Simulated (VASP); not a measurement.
A run of VASP 6.6.1:

The input INCAR:

```
SYSTEM = Al2Cu
PREC     = Accurate       ! precision mode
ENCUT    = 520            ! plane-wave cutoff, eV
EDIFF    = 1E-6           ! SCF threshold, eV
ISMEAR   = 0              ! smearing method
SIGMA    = 0.15           ! smearing width, eV
LREAL    = .FALSE.        ! projectors in reciprocal space
LASPH    = .TRUE.         ! aspherical terms in the spheres
NELM     = 60             ! most SCF steps
ALGO     = Fast           ! electronic algorithm
ISIF     = 2              ! what is computed and relaxed
LWAVE    = .FALSE.        ! write WAVECAR
LCHARG   = .TRUE.         ! write CHGCAR
LELF     = .TRUE.         ! ELF
LVHAR    = .TRUE.       
NBANDS   = 26             ! bands
```

KPOINTS

```
regular mesh
0
G
  10 10 10
  0 0 0
```

The input POSCAR:

```
Al2Cu
1.0
   -2.9667541119      2.9667541119      2.3917784768
    2.9667541119     -2.9667541119      2.3917784768
    2.9667541119      2.9667541119     -2.3917784768
Al Cu
4 2
Direct
    0.1595538967      0.6595538967      0.8191077933
    0.6595538967      0.8404461033      0.5000000000
    0.8404461033      0.3404461033      0.1808922067
    0.3404461033      0.1595538967      0.5000000000
    0.7500000000      0.7500000000      0.0000000000
    0.2500000000      0.2500000000      0.0000000000
```

Potentials or basis: VASP PAW LDA potentials, release 64 (Al, Cu).

The run is started by

```sh
$ cat potpaw_LDA.64/Al/POTCAR potpaw_LDA.64/Cu/POTCAR > POTCAR
$ mpirun -np 1 vasp_std > vasp.out
```

Hardware: 1 thread of Intel Xeon 8259CL, with other jobs on the host.

Q: How long does it take, and how much memory?

A: Wall time 6 min on 1 thread of Intel Xeon 8259CL, on a shared host, peak memory 0.31 GiB. Counts: scf iterations 18, k points 102.
